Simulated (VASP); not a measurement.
Here is a VASP 6.6.1 calculation.

INCAR

```
SYSTEM = W
PREC = Accurate
ENCUT = 600
EDIFF = 1E-7
ISMEAR = 0
SIGMA = 0.1
LREAL = .FALSE.
LASPH = .TRUE.
NELM = 100
ALGO = Fast
ISIF = 3
LWAVE = .FALSE.
LCHARG = .FALSE.
GGA = PE
IVDW = 12
IBRION = 2
NSW = 100
EDIFFG = -0.005
```

The input KPOINTS:

```
regular mesh
0
G
  18 18 18
  0 0 0
```

POSCAR

```
W
1.0
   -1.5802524306      1.5802524306      1.5802524306
    1.5802524306     -1.5802524306      1.5802524306
    1.5802524306      1.5802524306     -1.5802524306
W
1
Direct
    0.0000000000      0.0000000000      0.0000000000
```

Potentials or basis: VASP PAW PBE potentials, release 64 (W_sv).

Command:

```bash
$ cat potpaw_PBE.64/W_sv/POTCAR > POTCAR
$ mpirun -np 1 vasp_std > vasp.out
```

Question: Predict the dispersion energy per atom.

Answer: -0.698 eV.

Question: Predict the relaxed cell.

Answer: a = 2.738 Å, b = 2.738 Å, c = 2.738 Å, α = 109.47°, β = 109.47°, γ = 109.47°.

Question: Estimate the space group after relaxing (to 0.05 Å).

Answer: Im-3m (No. 229).

Question: Predict the relaxed volume.

Answer: 15.80 Å³/atom.

Final structure:
```
W
1.0
    -1.58074    1.58074    1.58074
     1.58074   -1.58074    1.58074
     1.58074    1.58074   -1.58074
W
1
Direct
  0.00000 0.00000 0.00000
```

Caveat: pairwise dispersion overbinds metals, which lowers pressure and volume.
